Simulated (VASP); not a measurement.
A run of VASP 6.6.1:

File POSCAR:

```
MgO2
1.0
    1.6288324313      0.9404068427      3.4415691918
   -1.6288324313      0.9404068427      3.4415691918
    0.0000000000     -1.8808136853      3.4415691918
Mg O
1 2
Direct
    0.0000000000      0.0000000000      0.0000000000
    0.4287860000      0.4287860000      0.4287860000
    0.5712140000      0.5712140000      0.5712140000
```

INCAR.step1

```
PREC = Accurate
ENCUT = 920
ISMEAR = 0
SIGMA = 0.05
LREAL = False
LASPH = True
NELM = 120
NBANDS = 18
GGA = PE
ALGO = Normal
EDIFF = 1E-5
LWAVE = True
LCHARG = False
GGA_COMPAT = False
```

File INCAR.step2:

```
PREC = Accurate
ENCUT = 920
EDIFF = 1E-6
ISMEAR = 0
SIGMA = 0.05
LREAL = False
LASPH = True
NELM = 120
ALGO = Normal
ISIF = 2
LWAVE = False
LCHARG = False
METAGGA = R2SCAN
LMIXTAU = True
NBANDS = 18
ISTART = 1
GGA_COMPAT = False
```

File KPOINTS:

```
regular mesh
0
Gamma
  12 12 12
```

Potentials or basis: VASP PAW PBE potentials, release 64 (Mg_sv, O).

The run is started by

```console
$ cat potpaw_PBE.64/Mg_sv/POTCAR potpaw_PBE.64/O/POTCAR > POTCAR
$ cp INCAR.step1 INCAR
$ mpirun -np 1 vasp_std > vasp.out
$ cp INCAR.step2 INCAR
$ mpirun -np 1 vasp_std > vasp.out
```

Hardware: 1 thread of Intel(R) Xeon(R) Platinum 8488C (Sapphire Rapids), with other jobs on the host.

Problem. Estimate the wall time of this run.

Solution. Run time: 12 min on 1 thread of Intel(R) Xeon(R) Platinum 8488C (Sapphire Rapids), on a shared host, peak memory 0.41 GiB. Counts: k points 189.
